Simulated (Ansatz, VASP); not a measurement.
# Pd in VASP and in Ansatz

```
Pd
1.0
     0.00000    1.95778    1.95778
     1.95778    0.00000    1.95778
     1.95778    1.95778    0.00000
Pd
1
Direct
  0.00000 0.00000 0.00000
```

Change from the starting cell: volume scaled by 1.02, PAW files.

Alike in both runs: task electric field gradients; functional PBE; k mesh 18 × 18 × 18; occupations fermi-dirac, width 0.05 eV; no spin polarisation.

```csv
,VASP,Ansatz
version,VASP 6.6.1,Ansatz 0.2.0
potentials or method,"VASP PAW PBE potentials, release 64 (Pd)","PAW with Ansatz's default frozen-core files, scalar-relativistic"
plane-wave cutoff (eV),520,420
valence electrons in the cell,10,18
```

```csv
,VASP,Ansatz,Ansatz less VASP
pressure (GPa),3.4,3.7,+0.32
```

The functional is the same, so the differences come from potentials, cutoffs and numerics. VASP's potentials hold 10 valence electrons a cell and Ansatz's 18, so a difference there can come from the potentials and not from the codes.
